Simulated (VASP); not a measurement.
# Zn (P6_3/mmc) in VASP: a series of runs

Runs on Zn. Level: LDA. Tasks: single point, relaxation of cell and atoms.

All numbers are computed with VASP 6.6.1; they aren't measurements. Logs are shortened: lines on timing, memory, paths and dates and some standing lists are left out, and cuts for length are marked.

## Step 1: The cell of the first run

Symmetry: P6_3/mmc, No. 194, hexagonal system. Conventional cell: a = 2.596 Å, b = 2.596 Å, c = 4.612 Å, α = 90.00°, β = 90.00°, γ = 120.00°. Zn (site symmetry -6m2) has 12 Zn at 2.60 to 2.75 Å within 3.4 Å.

## Step 2: Single point, LDA

INCAR

```
ALGO = Normal
EDIFF = 1E-6
ENCUT = 520
ISIF = 2
ISMEAR = -1
LASPH = True
LCHARG = False
LREAL = False
LWAVE = False
NBANDS = 19
NELM = 100
PREC = Accurate
SIGMA = 0.1
```

KPOINTS

```
k-points
0
Gamma
  9 9 4
```

POSCAR

```
Zn
1.0
    2.5962314127      0.0000000000      0.0000000000
   -1.2981157064      2.2484023575      0.0000000000
    0.0000000000      0.0000000000      4.6120985251
Zn
2
Direct
    0.3333333333      0.6666666667      0.2500000000
    0.6666666667      0.3333333333      0.7500000000
```

Potentials or basis: VASP PAW LDA potentials, release 64 (Zn).

Launch:

```
$ cat potpaw_LDA.64/Zn/POTCAR > POTCAR
$ mpirun -np 1 vasp_std > vasp.out
```

OUTCAR:

```text
EDIFF = 1E-6
   ENCUT = 520
   ISIF = 2
   ISMEAR = -1
   LASPH = True
   LREAL = False
   NELM = 100
   PREC = Accurate

 ion  position               nearest neighbor table
   1  0.333  0.667  0.250-   2 2.75   2 2.75   2 2.75   2 2.75   2 2.75   2 2.75
   2  0.667  0.333  0.750-   1 2.75   1 2.75   1 2.75   1 2.75   1 2.75   1 2.75

  LATTYP: Found a hexagonal cell.
 ALAT       =     2.5962314127
 C/A-ratio  =     1.7764589484

  Lattice vectors:

 A1 = (   2.5962314127,   0.0000000000,   0.0000000000)
 A2 = (  -1.2981157064,   2.2484023575,   0.0000000000)
 A3 = (   0.0000000000,   0.0000000000,   4.6120985251)

Analysis of symmetry for initial positions (statically):
=====================================================================
 Subroutine PRICEL returns:
 Original cell was already a primitive cell.

 Routine SETGRP: Setting up the symmetry group for a
 hexagonal supercell.

 Subroutine GETGRP returns: Found 24 space group operations
 (whereof 12 operations were pure point group operations)
 out of a pool of 24 trial point group operations.

The static configuration has the point symmetry D_3d.
 The point group associated with its full space group is D_6h.

Analysis of symmetry for dynamics (positions and initial velocities):
=====================================================================
 Subroutine PRICEL returns:
 Original cell was already a primitive cell.

 Routine SETGRP: Setting up the symmetry group for a
 hexagonal supercell.

 Subroutine GETGRP returns: Found 24 space group operations
 (whereof 12 operations were pure point group operations)
 out of a pool of 24 trial point group operations.

The dynamic configuration has the point symmetry D_3d.
 The point group associated with its full space group is D_6h.

 Subroutine INISYM returns: Found 24 space group operations
 (whereof 12 operations are pure point group operations),
 and found     1 'primitive' translations

----------------------------------------------------------------------------------------

                                     Primitive cell

  volume of cell :      26.9225

  direct lattice vectors                    reciprocal lattice vectors
     2.596231413  0.000000000  0.000000000     0.385173677  0.222380126  0.000000000
    -1.298115706  2.248402357  0.000000000     0.000000000  0.444760252  0.000000000
     0.000000000  0.000000000  4.612098525     0.000000000  0.000000000  0.216821040

  length of vectors
     2.596231413  2.596231413  4.612098525     0.444760252  0.444760252  0.216821040

  position of ions in fractional coordinates (direct lattice)
[... 73 lines left out ...]
   ISPIN  =      1    spin polarized calculation?
   LNONCOLLINEAR =      F non collinear calculations
   LSORBIT =      F    spin-orbit coupling
   LASPH  =      T    aspherical Exc in radial PAW
   ENCUT  =  520.0 eV  38.22 Ry    6.18 a.u.   4.83  4.83  8.58*2*pi/ulx,y,z
   NELM   =    100;   NELMIN=  2; NELMDL= -5     # of ELM steps
   EDIFF  = 0.1E-05   stopping-criterion for ELM
   LREAL  =      F    real-space projection
   EDIFFG = 0.1E-04   stopping-criterion for IOM
   NSW    =      0    number of steps for IOM
   IBRION =     -1    ionic relax: 0-MD 1-quasi-New 2-CG
   NFREE  =      0    steps in history (QN), initial steepest desc. (CG)
   ISIF   =      2    stress and relaxation
   ISYM   =      2    0-nonsym 1-usesym 2-fastsym
   POTIM  = 0.5000    time-step for ionic-motion
   TEBEG  =    0.0;   TEEND  =   0.0 temperature during run
   PSTRESS=    0.0 pullay stress
   NELECT =      24.0000    total number of electrons
   NUPDOWN=      -1.0000    fix difference up-down
   EMIN   =  10.00;   EMAX   =-10.00  energy-range for DOS
   EFERMI =   0.00;   METHOD = LEGACY
   ISMEAR =    -1;   SIGMA  =   0.10  broadening in eV -4-tet -1-fermi 0-gaus
   EFERMI_NEDOS =   21; number of points for ismear=-14 and -15
   IALGO  =     38    algorithm
   IMIX   =      4    mixing-type and parameters
     AMIX     =   0.40;   BMIX     =  1.00
     AMIX_MAG =   1.60;   BMIX_MAG =  1.00
  volume/ion in A,a.u.               =      13.46        90.84
  Fermi-wavevector in a.u.,A,eV,Ry     =   1.575578  2.977411 33.775729  2.482446
  Thomas-Fermi vector in A             =   2.676541
   LORBIT       =      0    0 simple, 1 ext, 2 COOP (PROOUT), +10 PAW based schemes
   GGA     = CA    functional components
   LHFCALC =     F    Hartree Fock is set to
   AEXX    =    0.0000 exact exchange contribution
   IVDW    =     0    specifies the selected vdW correction
   LEPSILON=     F    determine dielectric tensor
   LRPA    =     F    only Hartree local field effects (RPA)
 non-spin polarized calculation
  energy-cutoff  :      520.00
  volume of cell :       26.92
 maximum number of plane-waves:       734
 NGX is ok and might be reduce to    20
   NGX =  9   NGY =  9   NGZ = 17

 number of electron      23.9999992 magnetization

 Free energy of the ion-electron system (eV)
  ---------------------------------------------------
  ext. energy  EPLUGINS =         0.00000000
  ---------------------------------------------------
  free energy    TOTEN  =        -3.73476259 eV

  energy without entropy =       -3.71322652  energy(sigma->0) =       -3.72399455

 E-fermi :   3.9414     XC(G=0): -12.5578

 val. band max:        3.8963337129   @ k =   0.3333   0.2222   0.0000
 cond. band min:       4.1333102217   @ k =   0.3333   0.3333   0.2500
 fundamental gap:      0.2369765089
 Fermi energy:         3.9413912842

 k-point     1 :       0.0000    0.0000    0.0000
  band No.  band energies     occupation
      1      -7.5966      2.00000
      2      -5.3655      2.00000
      3      -4.4804      2.00000
      4      -4.2689      2.00000
      5      -4.2689      2.00000
      6      -4.1907      2.00000
[... 505 lines left out ...]
      6      -4.2713      2.00000
[... 11 lines left out ...]
     18      14.4228      0.00000
     19      15.6272      0.00000

 [... further k-points ...]
[... 5 lines left out ...]
  --------------------------------------------------------------------------------------
  -------------------------------------------------------------------------------------
  Total        0.1352691      0.1352691      0.1037644     -0.0000000     -0.0000000      0.0000000
  in kB        8.0499512      8.0499512      6.1750839     -0.0000000     -0.0000000      0.0000000
  external PRESSURE =       7.4249954 kB  Pullay stress =       0.0000000 kB

 VOLUME and BASIS-vectors are now :
 -----------------------------------------------------------------------------
  energy-cutoff  :      520.00
  volume of cell :       26.92
      direct lattice vectors                 reciprocal lattice vectors
     2.596231413  0.000000000  0.000000000     0.385173677  0.222380126  0.000000000
    -1.298115706  2.248402357  0.000000000     0.000000000  0.444760252  0.000000000
     0.000000000  0.000000000  4.612098525     0.000000000  0.000000000  0.216821040

 POSITION                                       TOTAL-FORCE (eV/Angst)
 -----------------------------------------------------------------------------------
     -0.00000      1.49893      1.15302        -0.000000     -0.000000      0.000000
      1.29812      0.74947      3.45907         0.000000      0.000000      0.000000
 -----------------------------------------------------------------------------------
    total drift:                               -0.000000      0.000000      0.000000

  FREE ENERGIE OF THE ION-ELECTRON SYSTEM (eV)
  ---------------------------------------------------
  free  energy   TOTEN  =        -3.7347625880 eV

  energy  without entropy=       -3.7132265176  energy(sigma->0) =       -3.72399455
```

OSZICAR:

```text
N       E                     dE             d eps       ncg     rms          rms(c)
DAV:   1     0.108609554757E+03    0.10861E+03   -0.12159E+04  1464   0.206E+03
DAV:   2     0.959605840698E+00   -0.10765E+03   -0.10388E+03  1383   0.296E+02
DAV:   3    -0.403350951390E+01   -0.49931E+01   -0.49676E+01  1516   0.697E+01
DAV:   4    -0.406257614599E+01   -0.29067E-01   -0.29060E-01  1551   0.543E+00
DAV:   5    -0.406261108858E+01   -0.34943E-04   -0.34942E-04  1498   0.168E-01    0.527E+00
DAV:   6    -0.376725563163E+01    0.29536E+00   -0.10325E+00  1521   0.227E+01    0.372E+00
DAV:   7    -0.374481835250E+01    0.22437E-01   -0.44022E-02  1706   0.368E+00    0.187E+00
DAV:   8    -0.373479499873E+01    0.10023E-01   -0.27864E-03  1910   0.737E-01    0.520E-02
DAV:   9    -0.373475916403E+01    0.35835E-04   -0.24000E-04  1817   0.176E-01    0.294E-02
DAV:  10    -0.373476260210E+01   -0.34381E-05   -0.13738E-05  1611   0.321E-02    0.248E-03
DAV:  11    -0.373476258798E+01    0.14120E-07   -0.81831E-07   954   0.136E-02
   1 F= -.37347626E+01 E0= -.37239946E+01  d E =-.215361E-01
```

stdout:

```text
POSCAR found type information on POSCAR Zn
 POSCAR found :  1 types and       2 ions
 scaLAPACK will be used
 LDA part: xc-table for (Slater(with rela. corr.)+CA(PZ))
 , standard interpolation
 POSCAR, INCAR and KPOINTS ok, starting setup
 FFT: planning ... GRIDC
 FFT: planning ... GRID_SOFT
 FFT: planning ... GRID
 WAVECAR not read
 entering main loop
```

It took 6 s on 1 thread of Intel Xeon 6975P-C (Granite Rapids), shared host; peak memory 0.13 GiB.

What came out:

```yaml
Free_energy: -3.7348 eV
Pressure: 0.7 GPa
Band_gap_on_the_k_mesh: zero (band 12 reaches 4.63 eV, above the bottom of band 13 at 1.39 eV)
```

Stress tensor (GPa, compression positive):
```
0.80 0.00 0.00
0.00 0.80 0.00
0.00 0.00 0.62
```

(Continued in part 2 of 2.)
